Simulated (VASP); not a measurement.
# Cd (P6_3/mmc) in VASP: notebook

The runs below take Cd through single point, relaxation of volume and atoms at fixed shape, with PBEsol.

All numbers are computed with VASP 6.6.1; they aren't measurements. Logs are shortened: lines on timing, memory, paths and dates and some standing lists are left out, and cuts for length are marked.

## 1. The cell of the first run

It takes space group P6_3/mmc (No. 194, hexagonal). The conventional cell has a = 2.957 Å, b = 2.957 Å, c = 5.576 Å, α = 90.00°, β = 90.00°, γ = 120.00°. Cd (site symmetry -6m2) has 12 Cd at 2.96 to 3.27 Å within 3.9 Å.

## 2. Single point, PBEsol

INCAR reads:

```
SYSTEM = Cd
PREC = Accurate
ENCUT = 500
EDIFF = 1E-6
ISMEAR = 1
SIGMA = 0.1
LREAL = .FALSE.
LASPH = .TRUE.
NELM = 120
ALGO = Normal
ISIF = 2
LWAVE = .FALSE.
LCHARG = .FALSE.
GGA = PS
NBANDS = 19
GGA_COMPAT = .FALSE.
```

KPOINTS reads:

```
regular mesh
0
G
  9 9 4
  0 0 0
```

POSCAR reads:

```
Cd
1.0
    2.9570430343      0.0000000000      0.0000000000
   -1.4785215172      2.5608743878      0.0000000000
    0.0000000000      0.0000000000      5.5764880999
Cd
2
Direct
    0.3333333333      0.6666666667      0.2500000000
    0.6666666667      0.3333333333      0.7500000000
```

Potentials or basis: VASP PAW PBE potentials, release 64 (Cd).

Started as:

```
cat potpaw_PBE.64/Cd/POTCAR > POTCAR
mpirun -np 1 vasp_std > vasp.out
```

OUTCAR:

```text
SYSTEM = Cd
   PREC = Accurate
   ENCUT = 500
   EDIFF = 1E-6
   ISMEAR = 1
   LREAL = .FALSE.
   LASPH = .TRUE.
   NELM = 120
   ISIF = 2
   GGA = PS

 ion  position               nearest neighbor table
   1  0.333  0.667  0.250-   2 3.27   2 3.27   2 3.27   2 3.27   2 3.27   2 3.27
   2  0.667  0.333  0.750-   1 3.27   1 3.27   1 3.27   1 3.27   1 3.27   1 3.27

  LATTYP: Found a hexagonal cell.
 ALAT       =     2.9570430343
 C/A-ratio  =     1.8858325818

  Lattice vectors:

 A1 = (   2.9570430343,   0.0000000000,   0.0000000000)
 A2 = (  -1.4785215172,   2.5608743878,   0.0000000000)
 A3 = (   0.0000000000,   0.0000000000,   5.5764880999)

Analysis of symmetry for initial positions (statically):
=====================================================================
 Subroutine PRICEL returns:
 Original cell was already a primitive cell.

 Routine SETGRP: Setting up the symmetry group for a
 hexagonal supercell.

 Subroutine GETGRP returns: Found 24 space group operations
 (whereof 12 operations were pure point group operations)
 out of a pool of 24 trial point group operations.

The static configuration has the point symmetry D_3d.
 The point group associated with its full space group is D_6h.

Analysis of symmetry for dynamics (positions and initial velocities):
=====================================================================
 Subroutine PRICEL returns:
 Original cell was already a primitive cell.

 Routine SETGRP: Setting up the symmetry group for a
 hexagonal supercell.

 Subroutine GETGRP returns: Found 24 space group operations
 (whereof 12 operations were pure point group operations)
 out of a pool of 24 trial point group operations.

The dynamic configuration has the point symmetry D_3d.
 The point group associated with its full space group is D_6h.

 Subroutine INISYM returns: Found 24 space group operations
 (whereof 12 operations are pure point group operations),
 and found     1 'primitive' translations

----------------------------------------------------------------------------------------

                                     Primitive cell

  volume of cell :      42.2286

  direct lattice vectors                    reciprocal lattice vectors
     2.957043034  0.000000000  0.000000000     0.338175667  0.195245812  0.000000000
    -1.478521517  2.560874388  0.000000000     0.000000000  0.390491625  0.000000000
     0.000000000  0.000000000  5.576488100     0.000000000  0.000000000  0.179324331

  length of vectors
     2.957043034  2.957043034  5.576488100     0.390491625  0.390491625  0.179324331

  position of ions in fractional coordinates (direct lattice)
     0.333333333  0.666666667  0.250000000
     0.666666667  0.333333333  0.750000000

  ion indices of the primitive-cell ions
   primitive index   ion index
                 1           1
                 2           2

----------------------------------------------------------------------------------------

 KPOINTS: regular mesh

Automatic generation of k-mesh.
 Grid dimensions read from file:
 generate k-points for:    9    9    4

 Generating k-lattice:

  Cartesian coordinates                     Fractional coordinates (reciprocal lattice)
     0.037575074  0.021693979  0.000000000     0.111111111 -0.000000000  0.000000000
     0.000000000  0.043387958  0.000000000     0.000000000  0.111111111  0.000000000
     0.000000000  0.000000000  0.044831083     0.000000000  0.000000000  0.250000000

  Length of vectors
     0.043387958  0.043387958  0.044831083

  Shift w.r.t. Gamma in fractional coordinates (k-lattice)
     0.000000000  0.000000000  0.000000000

 Subroutine IBZKPT returns following result:
 ===========================================

 Found     36 irreducible k-points:

 Following reciprocal coordinates:
            Coordinates               Weight
  0.000000  0.000000  0.000000      1.000000
  0.111111 -0.000000  0.000000      6.000000
  0.222222 -0.000000  0.000000      6.000000
  0.333333  0.000000  0.000000      6.000000
  0.444444 -0.000000  0.000000      6.000000
  0.111111  0.111111  0.000000      6.000000
[... 16 lines left out ...]
  0.333333  0.222222  0.250000     24.000000
  0.333333  0.333333  0.250000      4.000000
 [... further k-points ...]
   k-points           NKPTS =     36   k-points in BZ     NKDIM =     36   number of bands    NBANDS=     19
   number of dos      NEDOS =    301   number of ions     NIONS =      2
   total plane-waves  NPLWV =  24192
   dimension x,y,z NGX =    24 NGY =   24 NGZ =   42
   dimension x,y,z NGXF=    48 NGYF=   48 NGZF=   84
   ions per type =               2
   NGX,Y,Z   is equivalent  to a cutoff of  13.49, 13.49, 12.52 a.u.
   NGXF,Y,Z  is equivalent  to a cutoff of  26.99, 26.99, 25.04 a.u.
 SYSTEM =  Cd
   PREC   = accura    normal or accurate (medium, high low for compatibility)
   ISTART =      0    job   : 0-new  1-cont  2-samecut
   ICHARG =      2    charge: 1-file 2-atom 10-const
   ISPIN  =      1    spin polarized calculation?
   LNONCOLLINEAR =      F non collinear calculations
   LSORBIT =      F    spin-orbit coupling
   LASPH  =      T    aspherical Exc in radial PAW
   ENCUT  =  500.0 eV  36.75 Ry    6.06 a.u.   5.39  5.39 10.17*2*pi/ulx,y,z
   NELM   =    120;   NELMIN=  2; NELMDL= -5     # of ELM steps
   EDIFF  = 0.1E-05   stopping-criterion for ELM
   LREAL  =      F    real-space projection
   EDIFFG = 0.1E-04   stopping-criterion for IOM
   NSW    =      0    number of steps for IOM
   IBRION =     -1    ionic relax: 0-MD 1-quasi-New 2-CG
   NFREE  =      0    steps in history (QN), initial steepest desc. (CG)
   ISIF   =      2    stress and relaxation
   ISYM   =      2    0-nonsym 1-usesym 2-fastsym
   POTIM  = 0.5000    time-step for ionic-motion
   TEBEG  =    0.0;   TEEND  =   0.0 temperature during run
   PSTRESS=    0.0 pullay stress
   NELECT =      24.0000    total number of electrons
   NUPDOWN=      -1.0000    fix difference up-down
   EMIN   =  10.00;   EMAX   =-10.00  energy-range for DOS
   EFERMI =   0.00;   METHOD = LEGACY
   ISMEAR =     1;   SIGMA  =   0.10  broadening in eV -4-tet -1-fermi 0-gaus
   EFERMI_NEDOS =   21; number of points for ismear=-14 and -15
   IALGO  =     38    algorithm
   IMIX   =      4    mixing-type and parameters
     AMIX     =   0.40;   BMIX     =  1.00
     AMIX_MAG =   1.60;   BMIX_MAG =  1.00
  volume/ion in A,a.u.               =      21.11       142.49
  Fermi-wavevector in a.u.,A,eV,Ry     =   1.356052  2.562567 25.019441  1.838877
  Thomas-Fermi vector in A             =   2.483088
   LORBIT       =      0    0 simple, 1 ext, 2 COOP (PROOUT), +10 PAW based schemes
   GGA     = PS    functional components
   LHFCALC =     F    Hartree Fock is set to
   AEXX    =    0.0000 exact exchange contribution
   IVDW    =     0    specifies the selected vdW correction
   LEPSILON=     F    determine dielectric tensor
   LRPA    =     F    only Hartree local field effects (RPA)
 non-spin polarized calculation
 Methfessel and Paxton  Order N= 1 SIGMA  =   0.10
  energy-cutoff  :      500.00
  volume of cell :       42.23
 maximum number of plane-waves:      1095
 NGX is ok and might be reduce to    24
   NGX = 11   NGY = 11   NGZ = 21

 number of electron      24.0000005 magnetization

 Free energy of the ion-electron system (eV)
  ---------------------------------------------------
  ext. energy  EPLUGINS =         0.00000000
  ---------------------------------------------------
  free energy    TOTEN  =        -2.35793441 eV

  energy without entropy =       -2.35679275  energy(sigma->0) =       -2.35755385

 E-fermi :   3.2078     XC(G=0): -11.3266

 val. band max:        3.0689379774   @ k =   0.3333   0.1111   0.0000
 cond. band min:       3.2100242578   @ k =   0.3333   0.2222   0.2500
 fundamental gap:      0.1410862805
 Fermi energy:         3.2077523561

 k-point     1 :       0.0000    0.0000    0.0000
  band No.  band energies     occupation
      1      -6.9846      2.00000
      2      -6.7061      2.00000
      3      -6.2942      2.00000
      4      -6.2942      2.00000
      5      -6.2397      2.00000
      6      -6.2397      2.00000
[... 11 lines left out ...]
     18      18.0474      0.00000
     19      18.8097      0.00000

 k-point     2 :       0.1111   -0.0000    0.0000
  band No.  band energies     occupation
      1      -6.8599      2.00000
      2      -6.5878      2.00000
      3      -6.3434      2.00000
      4      -6.2782      2.00000
      5      -6.1762      2.00000
      6      -6.1259      2.00000
[... 11 lines left out ...]
     18      17.9189      0.00000
     19      19.0269      0.00000

 k-point     3 :       0.2222   -0.0000    0.0000
  band No.  band energies     occupation
      1      -6.7921      2.00000
      2      -6.5491      2.00000
      3      -6.3546      2.00000
      4      -6.1721      2.00000
      5      -6.1282      2.00000
      6      -5.8931      2.00000
[... 11 lines left out ...]
     18      15.8994      0.00000
     19      16.5268      0.00000

 k-point     4 :       0.3333    0.0000    0.0000
  band No.  band energies     occupation
      1      -6.9670      2.00000
      2      -6.7549      2.00000
      3      -6.5221      2.00000
      4      -6.1080      2.00000
      5      -6.0972      2.00000
      6      -5.9738      2.00000
[... 11 lines left out ...]
     18      16.0990      0.00000
     19      17.1575      0.00000

 k-point     5 :       0.4444   -0.0000    0.0000
  band No.  band energies     occupation
      1      -7.1008      2.00000
      2      -6.8924      2.00000
      3      -6.7218      2.00000
      4      -6.2195      2.00000
      5      -6.0327      2.00000
      6      -5.9609      2.00000
[... 11 lines left out ...]
     18      15.9005      0.00000
     19      16.1255      0.00000
[... 334 lines left out ...]
      2      -6.8409      2.00000
      3      -6.6822      2.00000
      4      -6.4286      2.00000
      5      -6.0652      2.00000
      6      -5.7455      2.00000
[... 11 lines left out ...]
     18      12.3531      0.00000
     19      16.6036      0.00000

 k-point    22 :       0.2222    0.2222    0.2500
  band No.  band energies     occupation
      1      -6.6190      2.00000
      2      -6.5548      2.00000
      3      -6.4299      2.00000
      4      -6.3846      2.00000
      5      -6.1972      2.00000
      6      -5.9658      2.00000
[... 11 lines left out ...]
     18      13.1464      0.00000
     19      15.0521      0.00000

 k-point    23 :       0.3333    0.2222    0.2500
  band No.  band energies     occupation
      1      -6.6469      2.00000
      2      -6.5901      2.00000
      3      -6.4202      2.00000
      4      -6.3779      2.00000
      5      -6.2330      2.00000
      6      -5.8790      2.00000
[... 11 lines left out ...]
     18      11.5283      0.00000
     19      14.1554      0.00000

 k-point    24 :       0.3333    0.3333    0.2500
  band No.  band energies     occupation
      1      -6.5141      2.00000
      2      -6.4128      2.00000
      3      -6.4128      2.00000
      4      -6.1876      2.00000
      5      -6.1232      2.00000
      6      -6.1232      2.00000
[... 11 lines left out ...]
     18      10.9227      0.00000
     19      12.2430      0.00000

 [... further k-points ...]
[... 5 lines left out ...]
  --------------------------------------------------------------------------------------
  -------------------------------------------------------------------------------------
  Total       -0.0516804     -0.0516804      0.3720970      0.0000000      0.0000000     -0.0000000
  in kB       -1.9607827     -1.9607827     14.1175718      0.0000000      0.0000000     -0.0000000
  external PRESSURE =       3.3986688 kB  Pullay stress =       0.0000000 kB

 VOLUME and BASIS-vectors are now :
 -----------------------------------------------------------------------------
  energy-cutoff  :      500.00
  volume of cell :       42.23
      direct lattice vectors                 reciprocal lattice vectors
     2.957043034  0.000000000  0.000000000     0.338175667  0.195245812  0.000000000
    -1.478521517  2.560874388  0.000000000     0.000000000  0.390491625  0.000000000
     0.000000000  0.000000000  5.576488100     0.000000000  0.000000000  0.179324331

 POSITION                                       TOTAL-FORCE (eV/Angst)
 -----------------------------------------------------------------------------------
     -0.00000      1.70725      1.39412        -0.000000      0.000000      0.000000
      1.47852      0.85362      4.18237         0.000000     -0.000000      0.000000
 -----------------------------------------------------------------------------------
    total drift:                               -0.000000      0.000000      0.000000

  FREE ENERGIE OF THE ION-ELECTRON SYSTEM (eV)
  ---------------------------------------------------
  free  energy   TOTEN  =        -2.3579344052 eV

  energy  without entropy=       -2.3567927530  energy(sigma->0) =       -2.35755385
```

It took 23 s on 1 thread of AMD EPYC 7R43 (Zen 3), shared host; peak memory 0.13 GiB.

Results:

```
Free energy            : -2.3579 eV
Pressure               : 0.3 GPa
Band gap on the k mesh : zero (bands 12 and 13 overlap by 4.05 eV)
```

Levels at points of the mesh, in eV from the Fermi level:
```csv
k point,band 9,band 10,band 11,band 12,band 13,band 14,band 15,band 16
"(0.00, 0.00, 0.00)",-8.95,-8.68,-8.68,-3.43,-3.28,10.42,14.29,14.83
"(0.00, 0.00, 0.50)",-8.80,-8.80,-7.77,-7.77,3.50,3.50,14.63,14.63
```

Caveat: the PAW data sets were made with another functional, which shifts forces and pressure a little.

(Continued in part 2 of 2.)
